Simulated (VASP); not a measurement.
# Rh (P6_3/mmc) in VASP: a series of runs, part 2 of 2

VASP 6.6.1. Earlier steps stand in the parts before.

## (5) Relaxation of cell and atoms, PBEsol

This run uses another cell than the first one, of 13.80 Å³/atom.

File INCAR:

```
SYSTEM = Rh
PREC = Accurate
ENCUT = 600
EDIFF = 1E-6
ISMEAR = -1
SIGMA = 0.05
LREAL = .FALSE.
LASPH = .TRUE.
NELM = 60
ALGO = Normal
ISIF = 3
LWAVE = .FALSE.
LCHARG = .FALSE.
GGA = PS
IBRION = 2
NSW = 60
EDIFFG = -0.01
```

File KPOINTS:

```
regular mesh
0
G
  11 11 3
  0 0 0
```

File POSCAR:

```
Rh
1.0
    2.6917446234      0.0000000000      0.0000000000
   -1.3458723117      2.3311192244      0.0000000000
    0.0000000000      0.0000000000      8.7980701300
Rh
4
Direct
    0.6666666667      0.3333333333      0.7500000000
    0.0000000000      0.0000000000      0.5000000000
    0.3333333333      0.6666666667      0.2500000000
    0.0000000000      0.0000000000      0.0000000000
```

Potentials or basis: VASP PAW PBE potentials, release 64 (Rh_pv).

Started as:

```
> cat potpaw_PBE.64/Rh_pv/POTCAR > POTCAR
> mpirun -np 1 vasp_std > vasp.out
```

OUTCAR:

```text
SYSTEM = Rh
   PREC = Accurate
   ENCUT = 600
   EDIFF = 1E-6
   ISMEAR = -1
   LREAL = .FALSE.
   LASPH = .TRUE.
   NELM = 60
   ISIF = 3
   GGA = PS
   IBRION = 2
   NSW = 60
   EDIFFG = -0.01

 ion  position               nearest neighbor table
   1  0.667  0.333  0.750-   2 2.69   4 2.69   2 2.69   4 2.69   2 2.69   4 2.69
   2  0.000  0.000  0.500-   1 2.69   3 2.69   1 2.69   3 2.69   1 2.69   3 2.69
   3  0.333  0.667  0.250-   2 2.69   4 2.69   2 2.69   4 2.69   2 2.69   4 2.69
   4  0.000  0.000  0.000-   1 2.69   3 2.69   1 2.69   3 2.69   1 2.69   3 2.69

  LATTYP: Found a hexagonal cell.
 ALAT       =     2.6917446234
 C/A-ratio  =     3.2685382014

  Lattice vectors:

 A1 = (   2.6917446234,   0.0000000000,   0.0000000000)
 A2 = (  -1.3458723117,   2.3311192244,   0.0000000000)
 A3 = (   0.0000000000,   0.0000000000,   8.7980701300)
[... 380 lines left out ...]
  free energy    TOTEN  =       -32.49168048 eV

  energy without entropy =      -32.44194923  energy(sigma->0) =      -32.46681485

 E-fermi :  12.0867     XC(G=0): -14.3247

 val. band max:       12.0854278514   @ k =   0.3636   0.0000   0.3333
 cond. band min:      12.0967331427   @ k =   0.3636   0.2727   0.3333
 fundamental gap:      0.0113052913
 Fermi energy:        12.0867105626

 k-point     1 :       0.0000    0.0000    0.0000
  band No.  band energies     occupation
      1     -35.0850      2.00000
      2     -34.6995      2.00000
      3     -34.6984      2.00000
      4     -34.3956      2.00000
      5     -34.3956      2.00000
      6     -34.3453      2.00000
[... 925 lines left out ...]
     35      14.5448      0.00000
     36      16.5931      0.00000

 [... further k-points ...]

------------------------ aborting loop because EDIFF is reached ----------------------------------------

  FORCE on cell =-STRESS in cart. coord.  units (eV):
  Direction    XX          YY          ZZ          XY          YZ          ZX
  --------------------------------------------------------------------------------------
  -------------------------------------------------------------------------------------
  Total       -0.0006444     -0.0006444     -0.0078771      0.0000000      0.0000000      0.0000000
  in kB       -0.0190882     -0.0190882     -0.2333464      0.0000000      0.0000000      0.0000000
  external PRESSURE =      -0.0905076 kB  Pullay stress =       0.0000000 kB
[... 19 lines left out ...]
  FREE ENERGIE OF THE ION-ELECTRON SYSTEM (eV)
  ---------------------------------------------------
  free  energy   TOTEN  =       -32.4916804754 eV

  energy  without entropy=      -32.4419492332  energy(sigma->0) =      -32.46681485

 reached required accuracy - stopping structural energy minimisation
```

OSZICAR:

```text
N       E                     dE             d eps       ncg     rms          rms(c)
DAV:   1     0.826437999680E+03    0.82644E+03   -0.40094E+04  2336   0.214E+03
[... 87 lines left out ...]
       N       E                     dE             d eps       ncg     rms          rms(c)
DAV:   1    -0.324927811631E+02   -0.11430E-02   -0.20630E-02  2312   0.132E+00    0.243E-01
DAV:   2    -0.324916799870E+02    0.11012E-02   -0.38378E-03  2312   0.486E-01    0.418E-02
DAV:   3    -0.324916788773E+02    0.11097E-05   -0.11588E-04  2352   0.953E-02    0.341E-02
DAV:   4    -0.324916767484E+02    0.21289E-05   -0.81841E-05  2360   0.103E-01    0.259E-02
DAV:   5    -0.324916805169E+02   -0.37685E-05   -0.18218E-05  2380   0.443E-02    0.175E-03
DAV:   6    -0.324916804754E+02    0.41513E-07   -0.76254E-07  1156   0.781E-03
  11 F= -.32491680E+02 E0= -.32466815E+02  d E =-.118567E-04
```

Wall time 16 min (1 thread of AMD EPYC 7R13, shared host); peak memory 0.2 GiB.

Results:

```yaml
Free_energy: -32.4917 eV
Relaxed_volume: 13.52 Å³/atom
Relaxed_cell: a = 2.678 Å, b = 2.678 Å, c = 8.711 Å, α = 90.00°, β = 90.00°, γ = 120.00°
Space_group_after_relaxing_to_0.1_Å: P6_3/mmc (No. 194)
Energy_gained_by_relaxing: 5.3 meV/atom
Ionic_steps: 11
Pressure_after_relaxing: 0.0 GPa
Band_gap_on_the_k_mesh: zero (bands 30 and 31 overlap by 1.68 eV)
```

The path:
```csv
step,energy change (eV),largest force (eV/Å),pressure (GPa),volume (Å³)
1,0.0000,0.0000,-5.78,55.21
2,0.1239,0.0000,17.74,51.32
3,-0.0211,0.0000,-0.03,54.10
4,-0.0211,0.0000,0.05,54.07
5,-0.0211,0.0000,0.19,54.05
6,-0.0213,0.0000,0.13,54.07
7,-0.0214,0.0000,0.13,54.06
8,-0.0214,0.0000,0.14,54.06
9,-0.0214,0.0000,0.14,54.06
10,-0.0213,0.0000,-0.23,54.14
11,-0.0214,0.0000,-0.01,54.09
```

Final structure:
```yaml
crystal:
  lattice:
    - [2.67754, 0.00000, 0.00000]
    - [-1.33877, 2.31882, 0.00000]
    - [0.00000, 0.00000, 8.71118]
  atoms:
    - { symbol: Rh, position: [0.66667, 0.33333, 0.75000] }
    - { symbol: Rh, position: [0.00000, 0.00000, 0.50000] }
    - { symbol: Rh, position: [0.33333, 0.66667, 0.25000] }
    - { symbol: Rh, position: [0.00000, 0.00000, 0.00000] }
```

Caveat: the PAW data sets were made with another functional, which shifts forces and pressure a little.

## (6) Overview

```csv
task,level,potentials or basis,cell,cutoff (eV),gap on the mesh (eV),pressure (GPa)
single point,r2SCAN,"VASP PAW PBE potentials, release 64 (Rh_sv_GW)","a = 2.674, b = 2.674, c = 8.739 Å, angles 90.0, 90.0, 120.0°, 4 atoms",580,none,2.9
single point,r2SCAN,"VASP PAW PBE potentials, release 64 (Rh_sv_GW)","a = 2.692, b = 2.692, c = 8.798 Å, angles 90.0, 90.0, 120.0°, 4 atoms",580,none,-2.8
single point,r2SCAN,"VASP PAW PBE potentials, release 64 (Rh_sv_GW)","a = 2.727, b = 2.727, c = 8.914 Å, angles 90.0, 90.0, 120.0°, 4 atoms",580,none,-12.3
relaxation of cell and atoms,PBEsol,"VASP PAW PBE potentials, release 64 (Rh_pv)","relaxed from a = 2.692, b = 2.692, c = 8.798 Å, angles 90.0, 90.0, 120.0°, 4 atoms",600,none,0.0
```

Alike in all rows: no spin polarisation; k mesh 11 × 11 × 3; smearing fermi-dirac 0.05 eV.

Caveats: the PAW data sets were made with another functional, which shifts forces and pressure a little; the cell stands under tension (at least some runs).

Absolute energies hang on the potentials; compare differences alone.
